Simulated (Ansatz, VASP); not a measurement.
**MgBe2Te3 in VASP and in Ansatz**

The input INCAR:

```
PREC = Accurate
ENCUT = 600
EDIFF = 1E-7
ISMEAR = 0
SIGMA = 0.1
LREAL = False
LASPH = True
NELM = 60
ALGO = Normal
ISIF = 3
LWAVE = False
LCHARG = False
GGA = PE
IBRION = 2
NSW = 90
EDIFFG = -0.04
```

KPOINTS

```
regular mesh
0
Gamma
  4 4 2
```

File POSCAR:

```
MgBe2Te3
1.0
    3.7767200900      0.0000000000      0.0000000000
    0.0000000000      3.7767200900      0.0000000000
    0.0000000000      0.0000000000      8.2197210000
Mg Be Te
1 2 3
Direct
    0.5000000000      0.5000000000      0.6236239100
    0.5000000000      0.5000000000      0.2665635600
    0.0000000000      0.0000000000      0.7339377400
    0.5000000000      0.0000000000      0.9983087800
    0.0000000000      0.5000000000      0.9983087800
    0.0000000000      0.0000000000      0.3792572600
```

Input for Ansatz:

```yaml
crystal:
  lattice:
    - [3.77672009, 0.0, 0.0]
    - [0.0, 3.77672009, 0.0]
    - [0.0, 0.0, 8.219721]
  atoms:
    - { symbol: Mg, position: [0.5, 0.5, 0.62362391] }
    - { symbol: Be, position: [0.5, 0.5, 0.26656356] }
    - { symbol: Be, position: [0.0, 0.0, 0.73393774] }
    - { symbol: Te, position: [0.5, 0.0, 0.99830878] }
    - { symbol: Te, position: [0.0, 0.5, 0.99830878] }
    - { symbol: Te, position: [0.0, 0.0, 0.37925726] }
basis:
  ecutwfc: 420
kpoints:
  mp_grid: { grid: [4, 4, 2] }
hamiltonian:
  xc: pbe
scf:
  occupations: { method: gaussian, width: 0.1 }
  lower_state_search: "off"
output:
  forces: true
  stress: true
  eigenvalues: true
relax:
  adjacent_minimum: "off"
  f_tol: 0.04
  max_steps: 70
  cell: { stress_tol: 0.4 }
```

Change from the starting cell: species swapped into the Zr2P3S type (P4mm, No. 99).

Alike in both runs: task relaxation of cell and atoms; functional PBE; k mesh 4 × 4 × 2; occupations gaussian, width 0.1 eV; no spin polarisation.

|  | VASP | Ansatz |
| --- | --- | --- |
| version | VASP 6.6.1 | Ansatz 0.2.0 |
| potentials or method | VASP PAW PBE potentials, release 64 (Mg, Be, Te), cutoff 600 eV | scalar-relativistic, plane waves, PAW |
| valence electrons in the cell | 24 | 62 |

```tsv
	VASP	Ansatz	Ansatz less VASP
gap on the k mesh at the Fermi level, each at its own relaxed structure (eV)	none	none	-
relaxed volume (Å³/atom)	27.23	27.04	-0.187
relaxed cell length with the largest relative difference (Å)	7.264	7.246	-0.0175
```

A gap of «none» marks a metal or a gap that the smearing closes. VASP's potentials hold 24 valence electrons a cell and Ansatz's 62, so a difference there can come from the potentials and not from the codes.

The k mesh is coarse, so the values compare programs but aren't converged. Spin-orbit coupling is off throughout. Noted on VASP's run: the volume moved by over 15 % at a fixed basis, so the end points are rough.
